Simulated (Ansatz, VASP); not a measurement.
# C: VASP beside Ansatz

```xyz
4
Lattice="-2.4577 0.0000 0.0000 0.0000 0.0000 -3.5295 0.0000 -4.2568 0.0000" Properties=species:S:1:pos:R:3 pbc="T T T"
C    -1.2288   -0.7095    0.0000
C     0.0000   -2.7479    0.0000
C     0.0000   -1.4189    0.0000
C    -1.2288   -3.6373    0.0000
```

Change from the starting cell: mode 8 frozen in at -0.045 Å and mode 12 at +0.045 Å (largest displacements).

Alike in both runs: task single point; functional PBEsol; dispersion D3(BJ); k mesh 18 × 12 × 10; occupations gaussian, width 0.15 eV; no spin polarisation.

|  | VASP | Ansatz |
| --- | --- | --- |
| version | VASP 6.6.1 | Ansatz 0.2.0 |
| potentials or method | VASP PAW PBE potentials, release 64 (C), cutoff 600 eV | scalar-relativistic, plane waves, PAW |
| valence electrons in the cell | 16 | 16 |

Ansatz gave:

| Quantity | Value |
| --- | --- |
| gap on the k mesh at the Fermi level (eV) | none |
| pressure (GPa) | 5.4 |
| traceless stress, the component that is largest in VASP (GPa) | 11.95 |
| rms of the force components (eV/Å) | 3.611 |

Question: Which values does VASP return?

Answer: gap on the k mesh at the Fermi level (eV): none; pressure (GPa): 5.7; traceless stress, the component that is largest in VASP (GPa): 12.41; rms of the force components (eV/Å): 3.626.

VASP's potentials were made for PBE, not for PBEsol, and Ansatz warns of the same on its side. Atom by atom the forces differ by 0.015 eV/Å (rms over components). A gap of «none» marks a metal or a gap that the smearing closes.
